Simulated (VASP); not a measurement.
# TaN (Fm-3m) in VASP: single point with r2SCAN

Aim: the single point of TaN with r2SCAN.

Everything below comes from runs of VASP 6.6.1. Logs are shortened: lines on timing, memory, paths and dates and some standing lists are left out, and cuts for length are marked.

### 1 The cell of the first run

It takes space group Fm-3m (No. 225, cubic). The conventional cell has a = 4.358 Å, b = 4.358 Å, c = 4.358 Å, α = 90.00°, β = 90.00°, γ = 90.00°. Ta (site symmetry m-3m) has 6 N at 2.18 Å within 2.9 Å. Within 2.9 Å of N (site symmetry m-3m) lie 6 Ta at 2.18 Å.

### 2 Single point, r2SCAN

POSCAR

```
TaN
1.0
    0.0000000000      2.1790000000      2.1790000000
    2.1790000000      0.0000000000      2.1790000000
    2.1790000000      2.1790000000      0.0000000000
Ta N
1 1
Direct
    0.5000000000      0.5000000000      0.5000000000
    0.0000000000      0.0000000000      0.0000000000
```

INCAR.step1

```
  ALGO = Normal
  EDIFF = 1E-4
  ENCUT = 520
  GGA = PE
  ISMEAR = -1
  LASPH = True
  LCHARG = False
  LREAL = False
  LWAVE = True
  NBANDS = 15
  NELM = 60
  PREC = Accurate
  SIGMA = 0.1
```

INCAR.step2

```
  ALGO = Normal
  EDIFF = 1E-7
  ENCUT = 520
  ISIF = 2
  ISMEAR = -1
  ISTART = 1
  LASPH = True
  LCHARG = False
  LMIXTAU = True
  LREAL = False
  LWAVE = False
  METAGGA = R2SCAN
  NBANDS = 15
  NELM = 60
  PREC = Accurate
  SIGMA = 0.1
```

KPOINTS

```
k-points
0
Gamma
  9 9 9
```

Potentials or basis: VASP PAW PBE potentials, release 64 (Ta_pv, N).

Started as:

```
$ cat potpaw_PBE.64/Ta_pv/POTCAR potpaw_PBE.64/N/POTCAR > POTCAR
$ cp INCAR.step1 INCAR
$ mpirun -np 1 vasp_std > vasp.out
$ cp INCAR.step2 INCAR
$ mpirun -np 1 vasp_std > vasp.out
```

OUTCAR:

```text
EDIFF = 1E-7
   ENCUT = 520
   ISIF = 2
   ISMEAR = -1
   ISTART = 1
   LASPH = True
   LREAL = False
   METAGGA = R2SCAN
   NELM = 60
   PREC = Accurate

 ion  position               nearest neighbor table
   1  0.500  0.500  0.500-   2 2.18   2 2.18   2 2.18   2 2.18   2 2.18   2 2.18
   2  0.000  0.000  0.000-   1 2.18   1 2.18   1 2.18   1 2.18   1 2.18   1 2.18

  LATTYP: Found a face centered cubic cell.
 ALAT       =     4.3580000000

  Lattice vectors:

 A1 = (   0.0000000000,   2.1790000000,   2.1790000000)
 A2 = (   2.1790000000,   0.0000000000,   2.1790000000)
 A3 = (   2.1790000000,   2.1790000000,   0.0000000000)

Analysis of symmetry for initial positions (statically):
=====================================================================
 Subroutine PRICEL returns:
 Original cell was already a primitive cell.

 Routine SETGRP: Setting up the symmetry group for a
 face centered cubic supercell.

 Subroutine GETGRP returns: Found 48 space group operations
 (whereof 48 operations were pure point group operations)
 out of a pool of 48 trial point group operations.

The static configuration has the point symmetry O_h .

Analysis of symmetry for dynamics (positions and initial velocities):
=====================================================================
 Subroutine PRICEL returns:
 Original cell was already a primitive cell.

 Routine SETGRP: Setting up the symmetry group for a
 face centered cubic supercell.

 Subroutine GETGRP returns: Found 48 space group operations
 (whereof 48 operations were pure point group operations)
 out of a pool of 48 trial point group operations.

The dynamic configuration has the point symmetry O_h .

 Subroutine INISYM returns: Found 48 space group operations
 (whereof 48 operations are pure point group operations),
 and found     1 'primitive' translations

----------------------------------------------------------------------------------------

                                     Primitive cell

  volume of cell :      20.6920

  direct lattice vectors                    reciprocal lattice vectors
     0.000000000  2.179000000  2.179000000    -0.229463056  0.229463056  0.229463056
     2.179000000  0.000000000  2.179000000     0.229463056 -0.229463056  0.229463056
     2.179000000  2.179000000  0.000000000     0.229463056  0.229463056 -0.229463056

  length of vectors
     3.081571352  3.081571352  3.081571352     0.397441672  0.397441672  0.397441672

  position of ions in fractional coordinates (direct lattice)
     0.500000000  0.500000000  0.500000000
     0.000000000  0.000000000  0.000000000

  ion indices of the primitive-cell ions
   primitive index   ion index
                 1           1
                 2           2

----------------------------------------------------------------------------------------

 KPOINTS: k-points

Automatic generation of k-mesh.
 Grid dimensions read from file:
 generate k-points for:    9    9    9

 Generating k-lattice:

  Cartesian coordinates                     Fractional coordinates (reciprocal lattice)
    -0.025495895  0.025495895  0.025495895     0.111111111  0.000000000  0.000000000
     0.025495895 -0.025495895  0.025495895     0.000000000  0.111111111  0.000000000
     0.025495895  0.025495895 -0.025495895     0.000000000  0.000000000  0.111111111

  Length of vectors
     0.044160186  0.044160186  0.044160186

  Shift w.r.t. Gamma in fractional coordinates (k-lattice)
     0.000000000  0.000000000  0.000000000

 Subroutine IBZKPT returns following result:
 ===========================================

 Found     35 irreducible k-points:

 Following reciprocal coordinates:
            Coordinates               Weight
  0.000000  0.000000  0.000000      1.000000
  0.111111  0.000000  0.000000      8.000000
  0.222222  0.000000  0.000000      8.000000
  0.333333  0.000000  0.000000      8.000000
  0.444444  0.000000  0.000000      8.000000
  0.111111  0.111111  0.000000      6.000000
[... 16 lines left out ...]
 -0.333333  0.333333  0.000000     12.000000
  0.444444  0.444444  0.000000      6.000000
 [... further k-points ...]
   k-points           NKPTS =     35   k-points in BZ     NKDIM =     35   number of bands    NBANDS=     15
   number of dos      NEDOS =    301   number of ions     NIONS =      2
   total plane-waves  NPLWV =  13824
   dimension x,y,z NGX =    24 NGY =   24 NGZ =   24
   dimension x,y,z NGXF=    48 NGYF=   48 NGZF=   48
   ions per type =               1   1
   NGX,Y,Z   is equivalent  to a cutoff of  12.95, 12.95, 12.95 a.u.
   NGXF,Y,Z  is equivalent  to a cutoff of  25.90, 25.90, 25.90 a.u.
 SYSTEM =  unknown system
   PREC   = accura    normal or accurate (medium, high low for compatibility)
   ISTART =      1    job   : 0-new  1-cont  2-samecut
   ICHARG =      0    charge: 1-file 2-atom 10-const
   ISPIN  =      1    spin polarized calculation?
   LNONCOLLINEAR =      F non collinear calculations
   LSORBIT =      F    spin-orbit coupling
   LASPH  =      T    aspherical Exc in radial PAW
   ENCUT  =  520.0 eV  38.22 Ry    6.18 a.u.   5.73  5.73  5.73*2*pi/ulx,y,z
   NELM   =     60;   NELMIN=  2; NELMDL=  0     # of ELM steps
   EDIFF  = 0.1E-06   stopping-criterion for ELM
   LREAL  =      F    real-space projection
   EDIFFG = 0.1E-05   stopping-criterion for IOM
   NSW    =      0    number of steps for IOM
   IBRION =     -1    ionic relax: 0-MD 1-quasi-New 2-CG
   NFREE  =      0    steps in history (QN), initial steepest desc. (CG)
   ISIF   =      2    stress and relaxation
   ISYM   =      2    0-nonsym 1-usesym 2-fastsym
   POTIM  = 0.5000    time-step for ionic-motion
   TEBEG  =    0.0;   TEEND  =   0.0 temperature during run
   PSTRESS=    0.0 pullay stress
   NELECT =      16.0000    total number of electrons
   NUPDOWN=      -1.0000    fix difference up-down
   EMIN   =  10.00;   EMAX   =-10.00  energy-range for DOS
   EFERMI =   0.00;   METHOD = LEGACY
   ISMEAR =    -1;   SIGMA  =   0.10  broadening in eV -4-tet -1-fermi 0-gaus
   EFERMI_NEDOS =   21; number of points for ismear=-14 and -15
   IALGO  =     38    algorithm
   IMIX   =      4    mixing-type and parameters
     AMIX     =   0.40;   BMIX     =  1.00
     AMIX_MAG =   1.60;   BMIX_MAG =  1.00
  volume/ion in A,a.u.               =      10.35        69.82
  Fermi-wavevector in a.u.,A,eV,Ry     =   1.502615  2.839530 30.719922  2.257851
  Thomas-Fermi vector in A             =   2.613832
   LORBIT       =      0    0 simple, 1 ext, 2 COOP (PROOUT), +10 PAW based schemes
   METAGGA = R2SCAN    functional components
   LHFCALC =     F    Hartree Fock is set to
   AEXX    =    0.0000 exact exchange contribution
   IVDW    =     0    specifies the selected vdW correction
   LEPSILON=     F    determine dielectric tensor
   LRPA    =     F    only Hartree local field effects (RPA)
 non-spin polarized calculation
  energy-cutoff  :      520.00
  volume of cell :       20.69
 maximum number of plane-waves:       568
   NGX = 11   NGY = 11   NGZ = 11

 number of electron      16.0000000 magnetization

 Free energy of the ion-electron system (eV)
  ---------------------------------------------------
  ext. energy  EPLUGINS =         0.00000000
  ---------------------------------------------------
  free energy    TOTEN  =       -59.61641506 eV

  energy without entropy =      -59.59023233  energy(sigma->0) =      -59.60332369

 E-fermi :   9.8156     XC(G=0): -14.6319

 val. band max:        9.7152992072   @ k =  -0.4444   0.2222   0.1111
 cond. band min:       9.8499545653   @ k =  -0.2222   0.2222   0.0000
 fundamental gap:      0.1346553581
 Fermi energy:         9.8155983476

 k-point     1 :       0.0000    0.0000    0.0000
  band No.  band energies     occupation
      1     -27.1677      2.00000
      2     -27.1677      2.00000
      3     -27.1677      2.00000
      4     -10.3262      2.00000
      5       5.6907      2.00000
      6       5.6907      2.00000
      7       5.6907      2.00000
      8       7.6832      2.00000
      9       7.6832      2.00000
     10       7.6832      2.00000
     11      10.0607      0.15869
     12      10.0607      0.15869
     13      11.9457      0.00000
     14      19.5565      0.00000
     15      19.9137      0.00000

 k-point     2 :       0.1111    0.0000    0.0000
  band No.  band energies     occupation
      1     -27.2914      2.00000
      2     -27.1783      2.00000
      3     -27.1783      2.00000
      4     -10.0113      2.00000
      5       4.3585      2.00000
      6       4.7790      2.00000
      7       4.7790      2.00000
      8       8.1372      2.00000
      9       8.1372      2.00000
     10       8.2003      2.00000
     11      11.2205      0.00000
     12      11.2205      0.00000
     13      12.8089      0.00000
     14      19.5564      0.00000
     15      20.8552      0.00000

 k-point     3 :       0.2222    0.0000    0.0000
  band No.  band energies     occupation
      1     -27.5924      2.00000
      2     -27.2050      2.00000
      3     -27.2050      2.00000
      4      -9.1767      2.00000
      5       2.2108      2.00000
      6       3.3953      2.00000
      7       3.3953      2.00000
      8       8.9048      1.99978
      9       9.1757      1.99668
     10       9.1757      1.99668
     11      13.5378      0.00000
     12      13.5378      0.00000
     13      14.5110      0.00000
     14      19.5560      0.00000
     15      22.8007      0.00000
[... 343 lines left out ...]
 k-point    23 :      -0.3333    0.3333    0.0000
  band No.  band energies     occupation
      1     -27.8095      2.00000
      2     -27.7507      2.00000
      3     -27.3563      2.00000
      4      -8.0940      2.00000
      5       0.8158      2.00000
      6       2.5547      2.00000
      7       2.6101      2.00000
      8       9.0366      1.99917
      9      11.9142      0.00000
     10      11.9209      0.00000
     11      14.4383      0.00000
     12      16.8166      0.00000
     13      19.5448      0.00000
     14      20.4555      0.00000
     15      21.8328      0.00000

 k-point    24 :       0.4444    0.4444    0.0000
  band No.  band energies     occupation
      1     -27.9636      2.00000
      2     -27.4769      2.00000
      3     -27.4769      2.00000
      4      -9.0484      2.00000
      5       2.5187      2.00000
      6       4.1879      2.00000
      7       4.8136      2.00000
      8       4.8136      2.00000
      9      12.1441      0.00000
     10      13.5866      0.00000
     11      13.5866      0.00000
     12      14.8142      0.00000
     13      17.9497      0.00000
     14      19.5613      0.00000
     15      20.0009      0.00000

 [... further k-points ...]
[... 5 lines left out ...]
  --------------------------------------------------------------------------------------
  -------------------------------------------------------------------------------------
  Total        1.5479021      1.5479021      1.5479021      0.0000000      0.0000000      0.0000000
  in kB      119.8539581    119.8539581    119.8539581      0.0000000      0.0000000      0.0000000
  external PRESSURE =     119.8539581 kB  Pullay stress =       0.0000000 kB

 VOLUME and BASIS-vectors are now :
 -----------------------------------------------------------------------------
  energy-cutoff  :      520.00
  volume of cell :       20.69
      direct lattice vectors                 reciprocal lattice vectors
     0.000000000  2.179000000  2.179000000    -0.229463056  0.229463056  0.229463056
     2.179000000  0.000000000  2.179000000     0.229463056 -0.229463056  0.229463056
     2.179000000  2.179000000  0.000000000     0.229463056  0.229463056 -0.229463056

 POSITION                                       TOTAL-FORCE (eV/Angst)
 -----------------------------------------------------------------------------------
      2.17900      2.17900      2.17900         0.000000     -0.000000      0.000000
      0.00000      0.00000      0.00000        -0.000000      0.000000     -0.000000
 -----------------------------------------------------------------------------------
    total drift:                                0.000000     -0.000000     -0.000000

  FREE ENERGIE OF THE ION-ELECTRON SYSTEM (eV)
  ---------------------------------------------------
  free  energy   TOTEN  =       -59.6164150574 eV

  energy  without entropy=      -59.5902323316  energy(sigma->0) =      -59.60332369
```

Run time: 71 s. Hardware: 1 thread of AMD EPYC 7R43 (Zen 3), shared host; peak memory 0.11 GiB.

What came out:

- Free energy: -59.6164 eV
- Pressure: 12.0 GPa
- Band gap on the k mesh: zero (band 8 reaches 11.62 eV, above the bottom of band 9 at 7.68 eV)

Levels at points of the mesh, in eV from the Fermi level:
```csv
k point,band 4,band 5,band 6,band 7,band 8,band 9,band 10,band 11,band 12,band 13
"(0.00, 0.00, 0.00)",-20.14,-4.12,-4.12,-4.12,-2.13,-2.13,-2.13,0.25,0.25,2.13
```

Caveat: the PAW data sets were made with another functional, which shifts forces and pressure a little; spin-orbit coupling is left out, which moves the levels of the heavy elements.
